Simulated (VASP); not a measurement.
# C (P6_3/mmc) in VASP: further runs

The runs below take C through single point, with PBEsol+D3(BJ).

Program: VASP 6.6.1. These are calculated values, not measurements. Logs are shortened: lines on timing, memory, paths and dates and some standing lists are left out, and cuts for length are marked.

## Step 1: The cell of the first run

Symmetry: P6_3/mmc, No. 194, hexagonal system. Conventional cell: a = 2.458 Å, b = 2.458 Å, c = 6.695 Å, α = 90.00°, β = 90.00°, γ = 120.00°. Within 1.9 Å of C (site symmetry -6m2) lie 3 C at 1.42 Å. Within 1.9 Å of C (site symmetry -6m2) lie 3 C at 1.42 Å.

## Step 2: Single point, PBEsol+D3(BJ) (engineering shear strain xy +0.0000, normal strain along z +0.0175)

INCAR

```
SYSTEM = C
PREC = Accurate ; ENCUT = 520
EDIFF = 1E-7 ; ISMEAR = 0
SIGMA = 0.15 ; LREAL = .FALSE.
LASPH = .TRUE. ; NELM = 60
ALGO = Normal ; ISIF = 2
LWAVE = .FALSE. ; LCHARG = .FALSE.
GGA = PS ; IVDW = 12
NBANDS = 16
```

KPOINTS

```
regular mesh
0
G
  18 18 6
  0 0 0
```

POSCAR

```
C
1.0
    2.4580081303      0.0000000000      0.0000000000
   -1.2290040652      2.1286974836      0.0000000000
    0.0000000000      0.0000000000      6.6952077322
C
4
Direct
    0.0000000000      0.0000000000      0.0025000000
    0.0000000000      0.0000000000      0.5025000000
    0.3333333333      0.6666666667      0.0025000000
    0.6666666667      0.3333333333      0.5025000000
```

Potentials or basis: VASP PAW PBE potentials, release 64 (C).

The run is started by

```
$ cat potpaw_PBE.64/C/POTCAR > POTCAR
$ mpirun -np 1 vasp_std > vasp.out
```

OUTCAR:

```text
SYSTEM = C
   PREC = Accurate
   ENCUT = 520
   EDIFF = 1E-7
   ISMEAR = 0
   LREAL = .FALSE.
   LASPH = .TRUE.
   NELM = 60
   ISIF = 2
   GGA = PS
   IVDW = 12
 IVDW          = 12

 ion  position               nearest neighbor table
   1  0.000  0.000  0.002-   3 1.42   3 1.42   3 1.42
   2  0.000  0.000  0.502-   4 1.42   4 1.42   4 1.42
   3  0.333  0.667  0.002-   1 1.42   1 1.42   1 1.42
   4  0.667  0.333  0.502-   2 1.42   2 1.42   2 1.42

  LATTYP: Found a hexagonal cell.
 ALAT       =     2.4580081303
 C/A-ratio  =     2.7238346569

  Lattice vectors:

 A1 = (   2.4580081303,   0.0000000000,   0.0000000000)
 A2 = (  -1.2290040652,   2.1286974836,   0.0000000000)
 A3 = (   0.0000000000,   0.0000000000,   6.6952077322)

Analysis of symmetry for initial positions (statically):
=====================================================================
 Subroutine PRICEL returns:
 Original cell was already a primitive cell.

 Routine SETGRP: Setting up the symmetry group for a
 hexagonal supercell.

 Subroutine GETGRP returns: Found 24 space group operations
 (whereof  6 operations were pure point group operations)
 out of a pool of 24 trial point group operations.

The static configuration has the point symmetry C_3v.
 The point group associated with its full space group is D_6h.

Analysis of symmetry for dynamics (positions and initial velocities):
=====================================================================
 Subroutine PRICEL returns:
 Original cell was already a primitive cell.

 Routine SETGRP: Setting up the symmetry group for a
 hexagonal supercell.

 Subroutine GETGRP returns: Found 24 space group operations
 (whereof  6 operations were pure point group operations)
 out of a pool of 24 trial point group operations.

The dynamic configuration has the point symmetry C_3v.
 The point group associated with its full space group is D_6h.

 Subroutine INISYM returns: Found 24 space group operations
 (whereof  6 operations are pure point group operations),
 and found     1 'primitive' translations

----------------------------------------------------------------------------------------

                                     Primitive cell

  volume of cell :      35.0317

  direct lattice vectors                    reciprocal lattice vectors
     2.458008130  0.000000000  0.000000000     0.406833479  0.234885419  0.000000000
    -1.229004065  2.128697484  0.000000000     0.000000000  0.469770838  0.000000000
     0.000000000  0.000000000  6.695207732     0.000000000  0.000000000  0.149360564

  length of vectors
     2.458008130  2.458008130  6.695207732     0.469770838  0.469770838  0.149360564

  position of ions in fractional coordinates (direct lattice)
     0.000000000  0.000000000  0.002500000
     0.000000000  0.000000000  0.502500000
     0.333333333  0.666666667  0.002500000
     0.666666667  0.333333333  0.502500000

  ion indices of the primitive-cell ions
   primitive index   ion index
                 1           1
                 2           2
                 3           3
                 4           4

----------------------------------------------------------------------------------------

 KPOINTS: regular mesh

Automatic generation of k-mesh.
 Grid dimensions read from file:
 generate k-points for:   18   18    6

 Generating k-lattice:

  Cartesian coordinates                     Fractional coordinates (reciprocal lattice)
     0.022601860  0.013049190  0.000000000     0.055555556 -0.000000000  0.000000000
     0.000000000  0.026098380  0.000000000     0.000000000  0.055555556  0.000000000
     0.000000000  0.000000000  0.024893427     0.000000000  0.000000000  0.166666667

  Length of vectors
     0.026098380  0.026098380  0.024893427

  Shift w.r.t. Gamma in fractional coordinates (k-lattice)
     0.000000000  0.000000000  0.000000000

 Subroutine IBZKPT returns following result:
 ===========================================

 Found    148 irreducible k-points:

 Following reciprocal coordinates:
            Coordinates               Weight
  0.000000  0.000000  0.000000      1.000000
  0.055556  0.000000  0.000000      6.000000
  0.111111  0.000000  0.000000      6.000000
  0.166667  0.000000  0.000000      6.000000
  0.222222 -0.000000  0.000000      6.000000
  0.277778  0.000000  0.000000      6.000000
[... 16 lines left out ...]
  0.333333  0.111111  0.000000     12.000000
  0.388889  0.111111  0.000000     12.000000
 [... further k-points ...]
   k-points           NKPTS =    148   k-points in BZ     NKDIM =    148   number of bands    NBANDS=     16
   number of dos      NEDOS =    301   number of ions     NIONS =      4
   total plane-waves  NPLWV =  16200
   dimension x,y,z NGX =    18 NGY =   18 NGZ =   50
   dimension x,y,z NGXF=    36 NGYF=   36 NGZF=  100
   ions per type =               4
   NGX,Y,Z   is equivalent  to a cutoff of  12.17, 12.17, 12.42 a.u.
   NGXF,Y,Z  is equivalent  to a cutoff of  24.35, 24.35, 24.83 a.u.
 SYSTEM =  C
   PREC   = accura    normal or accurate (medium, high low for compatibility)
   ISTART =      0    job   : 0-new  1-cont  2-samecut
   ICHARG =      2    charge: 1-file 2-atom 10-const
   ISPIN  =      1    spin polarized calculation?
   LNONCOLLINEAR =      F non collinear calculations
   LSORBIT =      F    spin-orbit coupling
   LASPH  =      T    aspherical Exc in radial PAW
   ENCUT  =  520.0 eV  38.22 Ry    6.18 a.u.   4.57  4.57 12.45*2*pi/ulx,y,z
   NELM   =     60;   NELMIN=  2; NELMDL= -5     # of ELM steps
   EDIFF  = 0.1E-06   stopping-criterion for ELM
   LREAL  =      F    real-space projection
   EDIFFG = 0.1E-05   stopping-criterion for IOM
   NSW    =      0    number of steps for IOM
   IBRION =     -1    ionic relax: 0-MD 1-quasi-New 2-CG
   NFREE  =      0    steps in history (QN), initial steepest desc. (CG)
   ISIF   =      2    stress and relaxation
   ISYM   =      2    0-nonsym 1-usesym 2-fastsym
   POTIM  = 0.5000    time-step for ionic-motion
   TEBEG  =    0.0;   TEEND  =   0.0 temperature during run
   PSTRESS=    0.0 pullay stress
   NELECT =      16.0000    total number of electrons
   NUPDOWN=      -1.0000    fix difference up-down
   EMIN   =  10.00;   EMAX   =-10.00  energy-range for DOS
   EFERMI =   0.00;   METHOD = LEGACY
   ISMEAR =     0;   SIGMA  =   0.15  broadening in eV -4-tet -1-fermi 0-gaus
   EFERMI_NEDOS =   21; number of points for ismear=-14 and -15
   IALGO  =     38    algorithm
   IMIX   =      4    mixing-type and parameters
     AMIX     =   0.40;   BMIX     =  1.00
     AMIX_MAG =   1.60;   BMIX_MAG =  1.00
  volume/ion in A,a.u.               =       8.76        59.10
  Fermi-wavevector in a.u.,A,eV,Ry     =   1.260746  2.382465 21.626207  1.589481
  Thomas-Fermi vector in A             =   2.394240
   LORBIT       =      0    0 simple, 1 ext, 2 COOP (PROOUT), +10 PAW based schemes
   GGA     = PS    functional components
   LHFCALC =     F    Hartree Fock is set to
   AEXX    =    0.0000 exact exchange contribution
   IVDW    =    12    specifies the selected vdW correction
   LEPSILON=     F    determine dielectric tensor
   LRPA    =     F    only Hartree local field effects (RPA)
 non-spin polarized calculation
 Gauss-broadening in eV      SIGMA  =   0.15
  energy-cutoff  :      520.00
  volume of cell :       35.03
 maximum number of plane-waves:       979
   NGX =  9   NGY =  9   NGZ = 25

 number of electron      15.9999995 magnetization

 Free energy of the ion-electron system (eV)
  ---------------------------------------------------
  ext. energy  EPLUGINS =         0.00000000
  ---------------------------------------------------
  free energy    TOTEN  =       -38.56887396 eV

  energy without entropy =      -38.56766118  energy(sigma->0) =      -38.56826757

 E-fermi :   4.6597     XC(G=0): -10.5806

 val. band max:        4.6571325402   @ k =   0.3333   0.3333   0.5000
 cond. band min:       4.6693025047   @ k =   0.3333   0.3333   0.3333
 fundamental gap:      0.0121699645
 Fermi energy:         4.6596870920

 k-point     1 :       0.0000    0.0000    0.0000
  band No.  band energies     occupation
      1     -15.0182      2.00000
      2     -14.7043      2.00000
      3      -3.9761      2.00000
      4      -1.9381      2.00000
      5       1.6928      2.00000
      6       1.6928      2.00000
[... 8 lines left out ...]
     15      16.1553      0.00000
     16      16.3734      0.00000

 k-point     2 :       0.0556    0.0000    0.0000
  band No.  band energies     occupation
      1     -14.9440      2.00000
      2     -14.6316      2.00000
      3      -3.8856      2.00000
      4      -1.8535      2.00000
      5       1.3902      2.00000
      6       1.4169      2.00000
[... 8 lines left out ...]
     15      15.8878      0.00000
     16      16.1230      0.00000

 k-point     3 :       0.1111    0.0000    0.0000
  band No.  band energies     occupation
      1     -14.7219      2.00000
      2     -14.4137      2.00000
      3      -3.6151      2.00000
      4      -1.6010      2.00000
      5       0.5605      2.00000
      6       0.6049      2.00000
[... 8 lines left out ...]
     15      15.3034      0.00000
     16      15.4417      0.00000

 k-point     4 :       0.1667    0.0000    0.0000
  band No.  band energies     occupation
      1     -14.3529      2.00000
      2     -14.0517      2.00000
      3      -3.1669      2.00000
      4      -1.1844      2.00000
      5      -0.6305      2.00000
      6      -0.5638      2.00000
[... 8 lines left out ...]
     15      15.6468      0.00000
     16      15.6624      0.00000

 k-point     5 :       0.2222   -0.0000    0.0000
  band No.  band energies     occupation
      1     -13.8391      2.00000
      2     -13.5475      2.00000
      3      -2.5461      2.00000
      4      -2.0245      2.00000
      5      -1.9337      2.00000
      6      -0.6120      2.00000
[... 8 lines left out ...]
     15      17.2614      0.00000
     16      17.3100      0.00000

 k-point     6 :       0.2778    0.0000    0.0000
  band No.  band energies     occupation
      1     -13.1832      2.00000
      2     -12.9041      2.00000
      3      -3.5060      2.00000
      4      -3.3905      2.00000
      5      -1.7620      2.00000
      6      -0.6370      2.00000
[... 8 lines left out ...]
     15      19.1203      0.00000
     16      19.1658      0.00000
[... 267 lines left out ...]
 k-point    21 :       0.2222    0.1111    0.0000
  band No.  band energies     occupation
      1     -12.9665      2.00000
      2     -12.6914      2.00000
      3      -3.4877      2.00000
      4      -3.3870      2.00000
      5      -1.5011      2.00000
      6      -1.4749      2.00000
[... 8 lines left out ...]
     15      17.3008      0.00000
     16      17.7029      0.00000

 k-point    22 :       0.2778    0.1111    0.0000
  band No.  band energies     occupation
      1     -12.1769      2.00000
      2     -11.9165      2.00000
      3      -4.8978      2.00000
      4      -4.7678      2.00000
      5      -1.9931      2.00000
      6      -1.9211      2.00000
[... 8 lines left out ...]
     15      18.2892      0.00000
     16      19.2718      0.00000

 k-point    23 :       0.3333    0.1111    0.0000
  band No.  band energies     occupation
      1     -11.2604      2.00000
      2     -11.0178      2.00000
      3      -6.2960      2.00000
      4      -6.1414      2.00000
      5      -2.3680      2.00000
      6      -2.2908      2.00000
[... 8 lines left out ...]
     15      18.3250      0.00000
     16      19.2570      0.00000

 k-point    24 :       0.3889    0.1111    0.0000
  band No.  band energies     occupation
      1     -10.2425      2.00000
      2     -10.0249      2.00000
      3      -7.6101      2.00000
      4      -7.4400      2.00000
      5      -2.5950      2.00000
      6      -2.5152      2.00000
[... 8 lines left out ...]
     15      17.7075      0.00000
     16      18.6339      0.00000

 [... further k-points ...]

------------------------ aborting loop because EDIFF is reached ----------------------------------------

 Edisp (eV)   -0.44188

 E8    (eV) :    -0.2149

  FORCE on cell =-STRESS in cart. coord.  units (eV):
  Direction    XX          YY          ZZ          XY          YZ          ZX
  --------------------------------------------------------------------------------------
  -------------------------------------------------------------------------------------
  Total       0.26952     0.26952    -0.14590    -0.00000     0.00000     0.00000
  in kB      12.32650    12.32650    -6.67272    -0.00000     0.00000     0.00000
  external pressure =        5.99 kB  Pullay stress =        0.00 kB

 VOLUME and BASIS-vectors are now :
 -----------------------------------------------------------------------------
  energy-cutoff  :      520.00
  volume of cell :       35.03
      direct lattice vectors                 reciprocal lattice vectors
     2.458008130  0.000000000  0.000000000     0.406833479  0.234885419  0.000000000
    -1.229004065  2.128697484  0.000000000     0.000000000  0.469770838  0.000000000
     0.000000000  0.000000000  6.695207732     0.000000000  0.000000000  0.149360564

 POSITION                                       TOTAL-FORCE (eV/Angst)
 -----------------------------------------------------------------------------------
      0.00000      0.00000      0.01674        -0.000000      0.000000      0.000000
      0.00000      0.00000      3.36434         0.000000     -0.000000      0.000000
     -0.00000      1.41913      0.01674         0.000000     -0.000000     -0.000000
      1.22900      0.70957      3.36434        -0.000000      0.000000      0.000000
 -----------------------------------------------------------------------------------
    total drift:                               -0.000000     -0.000000     -0.000004

  FREE ENERGIE OF THE ION-ELECTRON SYSTEM (eV)
  ---------------------------------------------------
  free  energy   TOTEN  =       -39.0107523547 eV

  energy  without entropy=      -39.0095395691  energy(sigma->0) =      -39.01014596
```

It took 52 s on 1 thread of Intel Xeon 6975P-C, shared host; peak memory 0.19 GiB.

What came out:

```yaml
Free_energy: -39.0108 eV
Pressure: 0.6 GPa
Band_gap_on_the_k_mesh: zero (band 8 reaches 4.67 eV, above the bottom of band 9 at 4.64 eV)
Dispersion_energy_per_atom: -0.110 eV
```

Stress tensor (GPa, compression positive):
```
 1.23  0.00  0.00
 0.00  1.23  0.00
 0.00  0.00 -0.67
```

Levels at points of the mesh, in eV from the Fermi level:
```csv
k point,band 6,band 7,band 8,band 9,band 10,band 11
"(0.00, 0.00, 0.00)",-2.97,-2.95,-2.95,4.04,8.36,8.36
"(0.50, 0.00, 0.00)",-6.36,-2.80,-2.09,1.48,2.19,7.27
"(0.00, 0.00, 0.50)",-2.96,-2.96,-2.96,6.72,6.72,8.39
"(0.50, 0.00, 0.50)",-6.38,-2.37,-2.37,1.62,1.62,7.47
```

Caveat: the cell differs from its parent crystal (engineering shear strain xy +0.0000, normal strain along z +0.0175); the PAW data sets were made with another functional, which shifts forces and pressure a little.

## Step 3: Single point, PBEsol+D3(BJ) (engineering shear strain xy +0.0000, normal strain along z +0.0350)

INCAR

```
SYSTEM = C
PREC = Accurate
ENCUT = 520
EDIFF = 1E-6
ISMEAR = 0
SIGMA = 0.15
LREAL = .FALSE.
LASPH = .TRUE.
NELM = 100
ALGO = Normal
ISIF = 2
LWAVE = .FALSE.
LCHARG = .TRUE.
GGA = PS
IVDW = 12
LELF = .TRUE.
LVHAR = .TRUE.
NBANDS = 16
```

KPOINTS is that of step 2.

Changes to POSCAR since step 2:

```diff
@@ -4,3 +4,3 @@
    -1.2290040652      2.1286974836      0.0000000000
-    0.0000000000      0.0000000000      6.6952077322
+    0.0000000000      0.0000000000      6.8103587252
 C
```

Potentials or basis: VASP PAW PBE potentials, release 64 (C).

The run is started by

```
$ cat potpaw_PBE.64/C/POTCAR > POTCAR
$ mpirun -np 1 vasp_std > vasp.out
```

It took 77 s on 1 thread of Intel Xeon 6975P-C, shared host; peak memory 0.19 GiB.

The run converged. Its results:

```yaml
Free_energy: -39.0078 eV
Pressure: 0.4 GPa
Band_gap_on_the_k_mesh: zero (band 8 reaches 4.52 eV, above the bottom of band 9 at 4.50 eV)
Dispersion_energy_per_atom: -0.109 eV
```

Stress tensor (GPa, compression positive):
```
 1.24  0.00  0.00
 0.00  1.24  0.00
 0.00  0.00 -1.12
```

Levels at points of the mesh, in eV from the Fermi level:
```
           k point  band 5  band 6  band 7  band 8  band 9  band 10  band 11  band 12
(0.00, 0.00, 0.00)   -2.97   -2.97   -2.96   -2.96    3.91     8.36     8.36     8.41
(0.50, 0.00, 0.00)   -6.41   -6.37   -2.75   -2.11    1.47     2.14     7.29     7.65
(0.00, 0.00, 0.50)   -2.96   -2.96   -2.96   -2.96    6.45     6.45     8.38     8.38
(0.50, 0.00, 0.50)   -6.39   -6.39   -2.38   -2.38    1.62     1.62     7.47     7.47
```

Caveat: the cell differs from its parent crystal (engineering shear strain xy +0.0000, normal strain along z +0.0350); the PAW data sets were made with another functional, which shifts forces and pressure a little.

[end of part 1 of 2]
